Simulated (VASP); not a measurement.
The system is Ge.

```
Ge
1.0
     4.05040    0.00000    0.00000
    -2.02520    3.50775    0.00000
     0.00000    0.00000   10.99336
Ge
4
Cartesian
  2.0252 1.1693 4.5606
  0.0000 2.3385 10.0573
  0.0000 0.0000 5.2488
  0.0000 0.0000 10.7455
```

Base run:

```yaml
Program: VASP 6.6.1
Functional: PBEsol
Potentials_or_basis: VASP PAW PBE potentials, release 64 (Ge_d)
Cutoff: 520 eV
k_mesh: 8 × 8 × 3
Occupations: fermi-dirac, width 0.05 eV
Spin: no spin polarisation
```

Its results: band gap on the k mesh 0.66 eV, indirect (least direct gap 0.68 eV); pressure -1.6 GPa; largest force 0.171 eV/Å.

Problem. The run is repeated on the same cell with these changes: k mesh from 8 × 8 × 3 to 4 × 4 × 2; further incar settings from ALGO = Normal; EDIFF = 1e-06; NBANDS = 36 to ALGO = Normal; EDIFF = 1e-07; NBANDS = 36. What comes out?

Solution. Band gap on the k mesh 0.78 eV, direct; pressure -1.5 GPa; largest force 0.164 eV/Å.

Caveats: some runs use coarse meshes; the PAW data sets were made with another functional, which shifts forces and pressure a little.

A k mesh can miss the band edges.
